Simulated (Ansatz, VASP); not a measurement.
**Se: VASP beside Ansatz**

```
Se
1.0
     5.85143    3.37832    1.47633
    -5.85143    3.37832    1.47633
     0.00000   -6.75665    1.47633
Se
6
Direct
  0.28066 0.16251 0.91818
  0.91818 0.28066 0.16251
  0.16251 0.91818 0.28066
  0.71934 0.83749 0.08182
  0.08182 0.71934 0.83749
  0.83749 0.08182 0.71934
```

Change from the starting cell: equal xx and yy strain of +3 %.

Alike in both runs: task single point; functional PBEsol; k mesh 6 × 6 × 6; occupations fermi-dirac, width 0.01 eV; no spin polarisation.

|  | VASP | Ansatz |
| --- | --- | --- |
| version | VASP 6.6.1 | Ansatz 0.2.0 |
| potentials or method | VASP PAW PBE potentials, release 64 (Se), cutoff 520 eV | all-electron LAPW, scalar-relativistic |

Ansatz gave:

* gap on the k mesh at the Fermi level (eV): 0.87
* pressure (GPa): -3.2
* traceless stress, the component that is largest in VASP (GPa): 1.80
* rms of the force components (eV/Å): 0.239

Task: What did VASP give for the same quantities?

Result: gap on the k mesh at the Fermi level (eV): 0.86; pressure (GPa): -3.1; traceless stress, the component that is largest in VASP (GPa): 1.75; rms of the force components (eV/Å): 0.215.

VASP's potentials were made for PBE, not for PBEsol. Atom by atom the forces differ by 0.024 eV/Å (rms over components). Ansatz ran all-electron here, and VASP with PAW potentials.
